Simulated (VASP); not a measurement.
Input of a VASP 6.6.1 run:

File INCAR:

```
SYSTEM = Si
PREC = Accurate
ENCUT = 520
EDIFF = 1E-6
ISMEAR = 0
SIGMA = 0.02
LREAL = Auto
LASPH = .TRUE.
NELM = 80
ALGO = Normal
ISIF = 2
LWAVE = .FALSE.
LCHARG = .FALSE.
GGA = PE
IVDW = 12
IBRION = 2
NSW = 80
EDIFFG = -0.03
```

The input KPOINTS:

```
regular mesh
0
G
  2 2 2
  0 0 0
```

POSCAR

```
Si
1.0
    0.0000000000      5.4300000000      5.4300000000
    5.4300000000      0.0000000000      5.4300000000
    5.4300000000      5.4300000000      0.0000000000
Si
17
Direct
    0.0000000000      0.0000000000      0.0000000000
    0.1250000000      0.1250000000      0.1250000000
    0.0000000000      0.0000000000      0.5000000000
    0.1250000000      0.1250000000      0.6250000000
    0.0000000000      0.5000000000      0.0000000000
    0.1250000000      0.6250000000      0.1250000000
    0.0000000000      0.5000000000      0.5000000000
    0.1250000000      0.6250000000      0.6250000000
    0.5000000000      0.0000000000      0.0000000000
    0.6250000000      0.1250000000      0.1250000000
    0.5000000000      0.0000000000      0.5000000000
    0.6250000000      0.1250000000      0.6250000000
    0.5000000000      0.5000000000      0.0000000000
    0.6250000000      0.6250000000      0.1250000000
    0.5000000000      0.5000000000      0.5000000000
    0.6250000000      0.6250000000      0.6250000000
    0.7493114000      0.2509595000      0.7562632000
```

Potentials or basis: VASP PAW PBE potentials, release 64 (Si).

Launch:

```bash
$ cat potpaw_PBE.64/Si/POTCAR > POTCAR
$ mpirun -np 1 vasp_std > vasp.out
```

Predict the band gap on the k mesh.

zero (bands 34 and 35 overlap by 0.25 eV).

Estimate the dispersion energy per atom.

-0.332 eV.

Predict the energy gained by relaxing.

7.6 meV/atom.

The path:
| step | energy change (eV) | largest force (eV/Å) | pressure (GPa) |
| --- | --- | --- | --- |
| 1 | 0.0000 | 1.1307 | 2.90 |
| 2 | -0.1247 | 0.1356 | 2.40 |
| 3 | -0.1252 | 0.1745 | 2.38 |
| 4 | -0.1280 | 0.0716 | 2.38 |
| 5 | -0.1281 | 0.0787 | 2.38 |
| 6 | -0.1287 | 0.0343 | 2.39 |
| 7 | -0.1287 | 0.0210 | 2.39 |

Caveat: the k points lie up to 0.50 Å⁻¹ apart.
